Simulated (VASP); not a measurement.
# MoS2 (R-3m) in VASP: a series of runs, part 2 of 2

VASP 6.6.1. Earlier steps stand in the parts before.

## 4. Single point, PBEsol

This run uses another cell than the first one, of 17.19 Å³/atom, 1.005 times its volume.

INCAR

```
SYSTEM = MoS2
PREC     = Accurate       ! precision mode
ENCUT    = 520            ! plane-wave cutoff, eV
EDIFF    = 1E-7           ! SCF threshold, eV
ISMEAR   = 0              ! smearing method
SIGMA    = 0.1            ! smearing width, eV
LREAL    = .False.        ! projectors in reciprocal space
LASPH    = .True.         ! aspherical terms in the spheres
NELM     = 100            ! most SCF steps
ALGO     = Normal         ! electronic algorithm
ISIF     = 2              ! what is computed and relaxed
LWAVE    = .False.        ! write WAVECAR
LCHARG   = .False.        ! write CHGCAR
GGA      = PS             ! functional
NBANDS   = 20             ! bands
```

KPOINTS

```
Automatic mesh
0
Gamma
  9 9 9
  0 0 0
```

POSCAR

```
MoS2
1.0
    1.5638191060      0.9028713818      6.0874418254
   -1.5638191060      0.9028713818      6.0874418254
    0.0000000000     -1.8057427636      6.0874418254
Mo S
1 2
Direct
    0.0000000000      0.0000000000      0.0000000000
    0.7540244125      0.7540244125      0.7540244125
    0.2459755875      0.2459755875      0.2459755875
```

Potentials or basis: VASP PAW PBE potentials, release 64 (Mo_sv, S).

Launch:

```bash
$ cat potpaw_PBE.64/Mo_sv/POTCAR potpaw_PBE.64/S/POTCAR > POTCAR
$ mpirun -np 1 vasp_std > vasp.out
```

OUTCAR:

```text
SYSTEM = MoS2
   PREC = Accurate
   ENCUT = 520
   EDIFF = 1E-7
   ISMEAR = 0
   LREAL = .False.
   LASPH = .True.
   NELM = 100
   ISIF = 2
   GGA = PS

 ion  position               nearest neighbor table
   1  0.000  0.000  0.000-   2 2.41   3 2.41   2 2.41   2 2.41   3 2.41   3 2.41
   2  0.754  0.754  0.754-   1 2.41   1 2.41   1 2.41
   3  0.246  0.246  0.246-   1 2.41   1 2.41   1 2.41

  LATTYP: Found a trigonal (rhomboedric) cell.
 ALAT       =     6.3496184851
 COS(alpha) =     0.8786868829

  Lattice vectors:

 A1 = (   1.5638191060,   0.9028713818,   6.0874418254)
 A2 = (  -1.5638191060,   0.9028713818,   6.0874418254)
 A3 = (   0.0000000000,  -1.8057427636,   6.0874418254)

Analysis of symmetry for initial positions (statically):
=====================================================================
 Subroutine PRICEL returns:
 Original cell was already a primitive cell.

 Routine SETGRP: Setting up the symmetry group for a
 trigonal (rhombohedral) supercell.

 Subroutine GETGRP returns: Found 12 space group operations
 (whereof 12 operations were pure point group operations)
 out of a pool of 12 trial point group operations.

The static configuration has the point symmetry D_3d.

Analysis of symmetry for dynamics (positions and initial velocities):
=====================================================================
 Subroutine PRICEL returns:
 Original cell was already a primitive cell.

 Routine SETGRP: Setting up the symmetry group for a
 trigonal (rhombohedral) supercell.

 Subroutine GETGRP returns: Found 12 space group operations
 (whereof 12 operations were pure point group operations)
 out of a pool of 12 trial point group operations.

The dynamic configuration has the point symmetry D_3d.

 Subroutine INISYM returns: Found 12 space group operations
 (whereof 12 operations are pure point group operations),
[... 113 lines left out ...]
   ISMEAR =     0;   SIGMA  =   0.10  broadening in eV -4-tet -1-fermi 0-gaus
   EFERMI_NEDOS =   21; number of points for ismear=-14 and -15
   IALGO  =     38    algorithm
   IMIX   =      4    mixing-type and parameters
     AMIX     =   0.40;   BMIX     =  1.00
     AMIX_MAG =   1.60;   BMIX_MAG =  1.00
  volume/ion in A,a.u.               =      17.19       116.00
  Fermi-wavevector in a.u.,A,eV,Ry     =   1.302966  2.462249 23.098892  1.697721
  Thomas-Fermi vector in A             =   2.433999
   LORBIT       =      0    0 simple, 1 ext, 2 COOP (PROOUT), +10 PAW based schemes
   GGA     = PS    functional components
   LHFCALC =     F    Hartree Fock is set to
   AEXX    =    0.0000 exact exchange contribution
   IVDW    =     0    specifies the selected vdW correction
   LEPSILON=     F    determine dielectric tensor
   LRPA    =     F    only Hartree local field effects (RPA)
 non-spin polarized calculation
 Gauss-broadening in eV      SIGMA  =   0.10
  energy-cutoff  :      520.00
  volume of cell :       51.57
 maximum number of plane-waves:      1409
   NGX = 23   NGY = 23   NGZ = 23

 number of electron      26.0000000 magnetization

 Free energy of the ion-electron system (eV)
  ---------------------------------------------------
  ext. energy  EPLUGINS =         0.00000000
  ---------------------------------------------------
  free energy    TOTEN  =       -22.64554394 eV

  energy without entropy =      -22.64088728  energy(sigma->0) =      -22.64321561

 E-fermi :   8.0260     XC(G=0): -11.2537

 val. band max:        8.0250325675   @ k =   0.3333   0.3333   0.3333
 cond. band min:       8.0506288845   @ k =  -0.3333   0.4444   0.2222
 fundamental gap:      0.0255963170
 Fermi energy:         8.0259646637

 k-point     1 :       0.0000    0.0000    0.0000
  band No.  band energies     occupation
      1     -53.5179      2.00000
      2     -27.6514      2.00000
      3     -27.4889      2.00000
      4     -27.4889      2.00000
      5      -7.1346      2.00000
      6      -5.4984      2.00000
[... 541 lines left out ...]
     19      14.0140      0.00000
     20      15.7747      0.00000

 [... further k-points ...]

------------------------ aborting loop because EDIFF is reached ----------------------------------------

  FORCE on cell =-STRESS in cart. coord.  units (eV):
  Direction    XX          YY          ZZ          XY          YZ          ZX
  --------------------------------------------------------------------------------------
  -------------------------------------------------------------------------------------
  Total       -0.0767090     -0.0767090      0.0824427      0.0000000     -0.0000000      0.0000000
  in kB       -2.3831883     -2.3831883      2.5613224      0.0000000     -0.0000000      0.0000000
  external PRESSURE =      -0.7350181 kB  Pullay stress =       0.0000000 kB

 VOLUME and BASIS-vectors are now :
 -----------------------------------------------------------------------------
  energy-cutoff  :      520.00
  volume of cell :       51.57
      direct lattice vectors                 reciprocal lattice vectors
     1.563819106  0.902871382  6.087441825     0.319730075  0.184596245  0.054757539
    -1.563819106  0.902871382  6.087441825    -0.319730075  0.184596245  0.054757539
     0.000000000 -1.805742764  6.087441825     0.000000000 -0.369192490  0.054757539

 POSITION                                       TOTAL-FORCE (eV/Angst)
 -----------------------------------------------------------------------------------
      0.00000      0.00000      0.00000         0.000000      0.000000     -0.000000
      0.00000      0.00000     13.77024         0.000000      0.000000      0.018236
      0.00000      0.00000      4.49209         0.000000     -0.000000     -0.018236
 -----------------------------------------------------------------------------------
    total drift:                               -0.000000     -0.000000     -0.000000

  FREE ENERGIE OF THE ION-ELECTRON SYSTEM (eV)
  ---------------------------------------------------
  free  energy   TOTEN  =       -22.6455439441 eV

  energy  without entropy=      -22.6408872754  energy(sigma->0) =      -22.64321561
```

OSZICAR:

```text
N       E                     dE             d eps       ncg     rms          rms(c)
DAV:   1     0.178721580263E+03    0.17872E+03   -0.13525E+04  3424   0.124E+03
DAV:   2    -0.166528556705E+02   -0.19537E+03   -0.19014E+03  4104   0.317E+02
DAV:   3    -0.240515129478E+02   -0.73987E+01   -0.73014E+01  4264   0.566E+01
DAV:   4    -0.241343927818E+02   -0.82880E-01   -0.82761E-01  4124   0.629E+00
DAV:   5    -0.241355901435E+02   -0.11974E-02   -0.11972E-02  4204   0.749E-01    0.249E+01
DAV:   6    -0.232074734349E+02    0.92812E+00   -0.13870E+01  3636   0.202E+01    0.943E+00
DAV:   7    -0.228315093944E+02    0.37596E+00   -0.66271E+00  3552   0.131E+01    0.640E+00
DAV:   8    -0.226465154000E+02    0.18499E+00   -0.98551E-01  3700   0.532E+00    0.185E+00
DAV:   9    -0.226468164331E+02   -0.30103E-03   -0.28162E-02  3996   0.105E+00    0.615E-01
DAV:  10    -0.226456159533E+02    0.12005E-02   -0.98592E-03  3760   0.646E-01    0.162E-01
DAV:  11    -0.226455682381E+02    0.47715E-04   -0.62045E-04  3928   0.155E-01    0.400E-02
DAV:  12    -0.226455387581E+02    0.29480E-04   -0.99453E-05  3736   0.647E-02    0.286E-02
DAV:  13    -0.226455442153E+02   -0.54572E-05   -0.14442E-05  3928   0.208E-02    0.124E-02
DAV:  14    -0.226455440853E+02    0.12992E-06   -0.92961E-07  3900   0.582E-03    0.695E-03
DAV:  15    -0.226455439831E+02    0.10228E-06   -0.43239E-07  3860   0.332E-03    0.804E-04
DAV:  16    -0.226455439441E+02    0.38972E-07   -0.77167E-08  2252   0.188E-03
   1 F= -.22645544E+02 E0= -.22643216E+02  d E =-.465667E-02
```

It took 7.5 min on 1 thread of AMD EPYC 7R43 (Zen 3), shared host; peak memory 0.31 GiB.

What came out:

```yaml
Free_energy: -22.6455 eV
Pressure: -0.1 GPa
Largest_force: 0.018 eV/Å
Band_gap_on_the_k_mesh: zero (band 13 reaches 8.32 eV, above the bottom of band 14 at 7.99 eV)
```

Forces in eV/Å, atoms in the order of the input:
```
Mo   0.000  0.000  0.000
S    0.000  0.000  0.018
S    0.000  0.000 -0.018
```

Stress tensor (GPa, compression positive):
```
-0.24  0.00  0.00
 0.00 -0.24  0.00
 0.00  0.00  0.26
```

Caveat: the PAW data sets were made with another functional, which shifts forces and pressure a little.

## 5. Relaxation of cell and atoms, PBEsol

This run uses another cell than the first one, of 17.75 Å³/atom, 1.038 times its volume.

INCAR

```
SYSTEM = MoS2
PREC = Accurate
ENCUT = 600
EDIFF = 1E-6
ISMEAR = 0
SIGMA = 0.1
LREAL = .False.
LASPH = .True.
NELM = 100
ALGO = Normal
ISIF = 3
LWAVE = .False.
LCHARG = .False.
GGA = PS
IBRION = 2
NSW = 100
EDIFFG = -0.05
```

KPOINTS

```
regular mesh
0
Gamma
  9 9 9
  0 0 0
```

POSCAR

```
MoS2
1.0
    1.5855007458      0.9153892824      6.1150000000
   -1.5855007458      0.9153892824      6.1150000000
    0.0000000000     -1.8307785648      6.1150000000
Mo S
1 2
Direct
    0.0000000000      0.0000000000      0.0000000000
    0.7500000000      0.7500000000      0.7500000000
    0.2500000000      0.2500000000      0.2500000000
```

Launch:

```bash
$ cat potpaw_PBE.64/Mo_sv/POTCAR potpaw_PBE.64/S/POTCAR > POTCAR
$ mpirun -np 1 vasp_std > vasp.out
```

It took 69 min on 1 thread of AMD EPYC 7R43 (Zen 3), shared host; peak memory 0.45 GiB.

The run converged. Its results:

```
Free energy                            : -22.6469 eV
Relaxed volume                         : 17.29 Å³/atom
Relaxed cell                           : a = 6.379 Å, b = 6.379 Å, c = 6.379 Å, α = 28.39°, β = 28.39°, γ = 28.39°
Space group after relaxing (to 0.05 Å) : R-3m (No. 166)
Energy gained by relaxing              : 15.9 meV/atom
Ionic steps                            : 14
Pressure after relaxing                : -0.3 GPa
Largest force after relaxing           : 0.008 eV/Å
Band gap on the k mesh                 : zero (band 13 reaches 8.26 eV, above the bottom of band 14 at 7.92 eV)
```

Forces in eV/Å, atoms in the order of the input:
```
Mo   0.000  0.000  0.000
S    0.000  0.000  0.008
S    0.000  0.000 -0.008
```

Stress tensor (GPa, compression positive):
```
-0.42  0.00  0.00
 0.00 -0.42  0.00
 0.00  0.00 -0.06
```

The path:
| step | energy change (eV) | largest force (eV/Å) | pressure (GPa) | volume (Å³) |
| --- | --- | --- | --- | --- |
| 1 | 0.0000 | 0.7501 | 2.80 | 53.25 |
| 2 | 0.0241 | 0.7120 | -7.16 | 55.66 |
| 3 | -0.0258 | 0.0989 | -1.65 | 54.24 |
| 4 | -0.0410 | 0.0601 | -0.86 | 53.40 |
| 5 | -0.0442 | 0.0257 | -0.19 | 52.78 |
| 6 | -0.0442 | 0.0285 | -0.23 | 52.82 |
| 7 | -0.0446 | 0.0883 | 0.21 | 52.64 |
| 8 | -0.0446 | 0.0987 | 0.30 | 52.60 |
| 9 | -0.0448 | 0.0975 | 0.30 | 52.58 |
| 10 | -0.0453 | 0.0939 | 0.24 | 52.50 |
| 11 | -0.0461 | 0.0863 | 0.15 | 52.36 |
| 12 | -0.0470 | 0.0702 | -0.01 | 52.06 |
| 13 | -0.0471 | 0.0641 | -0.05 | 51.96 |
| 14 | -0.0476 | 0.0079 | -0.30 | 51.87 |

Final structure:
```cif
data_structure
_symmetry_space_group_name_H-M 'P 1'
_symmetry_Int_Tables_number 1
_cell_length_a 6.3792
_cell_length_b 6.3792
_cell_length_c 6.3792
_cell_angle_alpha 28.392
_cell_angle_beta 28.392
_cell_angle_gamma 28.392
_cell_volume 51.87
loop_
_atom_site_label
_atom_site_type_symbol
_atom_site_fract_x
_atom_site_fract_y
_atom_site_fract_z
_atom_site_occupancy
Mo1 Mo 0.00000 0.00000 0.00000 1
S1 S 0.75362 0.75362 0.75362 1
S2 S 0.24638 0.24638 0.24638 1
```

Levels at points of the mesh, in eV from the Fermi level:
```
           k point  band 10  band 11  band 12  band 13  band 14  band 15  band 16  band 17
(0.00, 0.00, 0.00)    -1.66    -1.54    -0.78    -0.78     0.10     0.10     3.32     3.32
```

Caveat: the PAW data sets were made with another functional, which shifts forces and pressure a little; the relaxation stopped at a loose force limit of 0.05 eV/Å, so its end isn't a converged minimum.

## 6. Overview

```csv
task,cell,k mesh,cutoff (eV),gap on the mesh (eV),pressure (GPa),largest force (eV/Å)
single point,"a = 3.120, b = 6.347 Å, angles 90.0, 60.0, 104.2°, 3 atoms",11 × 6 × 13,520,none,0.0,0.01
single point,"a = 3.121, b = 3.121, c = 6.338 Å, angles 90.0, 75.7, 120.0°, 3 atoms",12 × 12 × 6,520,none,0.0,-
single point,"a = 6.350 Å, angles 28.5°, 3 atoms",9 × 9 × 9,520,none,-0.1,0.02
relaxation of cell and atoms,"relaxed from a = 6.383 Å, angles 28.8°, 3 atoms",9 × 9 × 9,600,none,-0.3,0.01
```

Alike in all rows: level PBEsol; potentials or basis VASP PAW PBE potentials, release 64 (Mo_sv, S); no spin polarisation; smearing gaussian 0.1 eV.

Caveats: the PAW data sets were made with another functional, which shifts forces and pressure a little; this functional lacks dispersion, which binds the layers, so the pressure and a relaxed spacing across them are unreliable (some runs); the relaxation stopped at a loose force limit of 0.05 eV/Å, so its end isn't a converged minimum (some runs).

Total energies depend on the potentials used, so only differences within one code and one set of settings carry meaning.
